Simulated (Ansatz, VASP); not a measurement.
## One calculation of Hf5F, two programs

File INCAR:

```
PREC = Accurate
ENCUT = 600
EDIFF = 1E-6
ISMEAR = 0
SIGMA = 0.1
LREAL = False
LASPH = True
NELM = 80
ALGO = Fast
ISIF = 3
LWAVE = False
LCHARG = False
GGA = PE
IBRION = 2
NSW = 100
EDIFFG = -0.01
```

File KPOINTS:

```
Automatic mesh
0
Gamma
  12 12 8
```

Contents of POSCAR:

```
Hf5F
1.0
    5.0913320742      0.0000000000      0.0000000000
   -2.5456660371      4.4092229153      0.0000000000
    0.0000000000      0.0000000000      5.6397335392
Hf F
5 1
Direct
    0.3333333333      0.6666666667      0.7577970507
    0.3333333333      0.6666666667      0.2422029493
    0.6666666667      0.3333333333      0.2422029493
    0.6666666667      0.3333333333      0.7577970507
    0.0000000000      0.0000000000      0.0000000000
    0.0000000000      0.0000000000      0.5000000000
```

Input for Ansatz:

```yaml
crystal:
  lattice:
    - [5.0913320742, 0.0, 0.0]
    - [-2.5456660371, 4.4092229153, 0.0]
    - [0.0, 0.0, 5.6397335392]
  atoms:
    - { symbol: Hf, position: [0.3333333333, 0.6666666667, 0.7577970507] }
    - { symbol: Hf, position: [0.3333333333, 0.6666666667, 0.2422029493] }
    - { symbol: Hf, position: [0.6666666667, 0.3333333333, 0.2422029493] }
    - { symbol: Hf, position: [0.6666666667, 0.3333333333, 0.7577970507] }
    - { symbol: Hf, position: [0.0, 0.0, 0.0] }
    - { symbol: F, position: [0.0, 0.0, 0.5] }
basis:
  ecutwfc: 420
kpoints:
  mp_grid: { grid: [12, 12, 8] }
hamiltonian:
  xc: pbe
scf:
  occupations: { method: gaussian, width: 0.1 }
output:
  forces: true
  stress: true
  eigenvalues: true
  write_density: true
  write_potential: true
  elf: true
  volumetric_format: npy
relax:
  adjacent_minimum: "off"
  f_tol: 0.01
  max_steps: 80
  cell: { stress_tol: 0.05 }
```

Alike in both runs: task relaxation of cell and atoms; functional PBE; k mesh 12 × 12 × 8; occupations gaussian, width 0.1 eV; no spin polarisation.

|  | VASP | Ansatz |
| --- | --- | --- |
| version | VASP 6.6.1 | Ansatz 0.2.0 |
| potentials or method | VASP PAW PBE potentials, release 64 (Hf_pv, F), cutoff 600 eV | scalar-relativistic, plane waves, PAW |
| valence electrons in the cell | 57 | 137 |

Ansatz gave:

```
gap on the k mesh at the Fermi level, each at its own relaxed structure (eV) : none
relaxed volume (Å³/atom)                                                     : 21.15
relaxed length of the cell vector where the two differ most in proportion (Å)              : 5.097
```

Question: What did VASP give for the same quantities?

Answer: gap on the k mesh at the Fermi level, each at its own relaxed structure (eV): none; relaxed volume (Å³/atom): 21.05; relaxed length of the cell vector where the two differ most in proportion (Å): 5.088.

A gap of «none» marks a metal or a gap that the smearing closes. VASP's potentials hold 57 valence electrons a cell and Ansatz's 137, so a difference there can come from the potentials and not from the codes.

Neither program's run includes spin-orbit coupling.
